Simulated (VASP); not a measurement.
Runs of VASP 6.6.1 on Tc. The structure is that of space group P6_3/mmc (No. 194), or close to it. The cells are those of the table. 

| task | cell | k mesh | cutoff (eV) | gap on the mesh (eV) | pressure (GPa) |
| --- | --- | --- | --- | --- | --- |
| single point | a = 2.739, b = 2.739, c = 8.945 Å, angles 90.0, 90.0, 120.0°, 4 atoms | 9 × 9 × 3 | 520 | none | (a) |
| single point | a = 2.739, b = 2.739, c = 8.682 Å, angles 90.0, 90.0, 120.0°, 4 atoms | 9 × 9 × 3 | 520 | none | -2.8 |
| single point | a = 2.739, b = 2.739, c = 8.419 Å, angles 90.0, 90.0, 120.0°, 4 atoms | 9 × 9 × 3 | 520 | none | 8.1 |
| relaxation of cell and atoms | relaxed to 10 GPa from a = 2.739, b = 2.739, c = 8.770 Å, angles 90.0, 90.0, 120.0°, 4 atoms | 11 × 11 × 3 | 600 | none | 10.0 |
| relaxation of cell and atoms | relaxed to 5 GPa from a = 2.739, b = 2.739, c = 8.770 Å, angles 90.0, 90.0, 120.0°, 4 atoms | 11 × 11 × 3 | 600 | none | 5.0 |

Alike in all rows: level PBEsol; potentials or basis VASP PAW PBE potentials, release 64 (Tc_pv); no spin polarisation; smearing fermi-dirac 0.05 eV.

Q: Estimate the missing entries.

A: (a) -11.5.

Caveats: the PAW data sets were made with another functional, which shifts forces and pressure a little; the cell is relaxed towards a set pressure, so the run minimises the enthalpy, not the energy (at least some runs); the stress differs along the axes, from -17 to -8 GPa (at least some runs); the stress differs along the axes, from 3 to 18 GPa (at least some runs).

A k mesh can miss the band edges, and the runs leave out spin-orbit coupling on Tc.

A gap of «none» marks levels without a gap at the run's occupations.
